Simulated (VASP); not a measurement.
Here is a VASP 6.6.1 calculation.

The input INCAR:

```
ALGO = Normal
EDIFF = 1E-7
ENCUT = 520
ISIF = 2
ISMEAR = 0
LASPH = T
LCHARG = F
LREAL = F
LWAVE = F
NBANDS = 16
NELM = 100
PREC = Accurate
SIGMA = 0.02
```

KPOINTS

```
k-points
0
Gamma
  9 9 6
```

File POSCAR:

```
AlN
1.0
    3.0887565793      0.0000000000      0.0000000000
   -1.5443782896      2.6749416638      0.0000000000
    0.0000000000      0.0000000000      4.9433143169
Al N
2 2
Direct
    0.3333333333      0.6666666667     -0.0009915986
    0.6666666667      0.3333333333      0.4990084014
    0.3333333333      0.6666666667      0.3809915986
    0.6666666667      0.3333333333      0.8809915986
```

Potentials or basis: VASP PAW LDA potentials, release 64 (Al, N).

The run is started by

```bash
$ cat potpaw_LDA.64/Al/POTCAR potpaw_LDA.64/N/POTCAR > POTCAR
$ mpirun -np 1 vasp_std > vasp.out
```

Question: Predict the band gap on the k mesh.

Answer: 4.42 eV, direct.

Question: What does it give for the pressure?

Answer: 0.6 GPa.

**What was measured.**

From “Self-assembly of well-separated AlN nanowires directly on sputtered metallic TiN films”, 2019, arxiv:1910.07391, for a bulk crystal of AlN at 10 K: band gap 6.034 eV (an exciton energy, a little under the gap).

Against the measured gap of AlN, 6.034 eV (an exciton energy, a little under the gap; 10 K; quoted in “Self-assembly of well-separated AlN nanowires directly on sputtered metallic TiN films”, 2019, arxiv:1910.07391), the calculated 4.42 eV is off by -1.61 eV. 2 values of this kind are on record (6.034 to 6.0343 eV); this one was drawn at random. The value is that of LDA on a finite k mesh, which can miss the band edges, without temperature or zero-point motion. Semilocal functionals fall short of measured gaps as a rule.
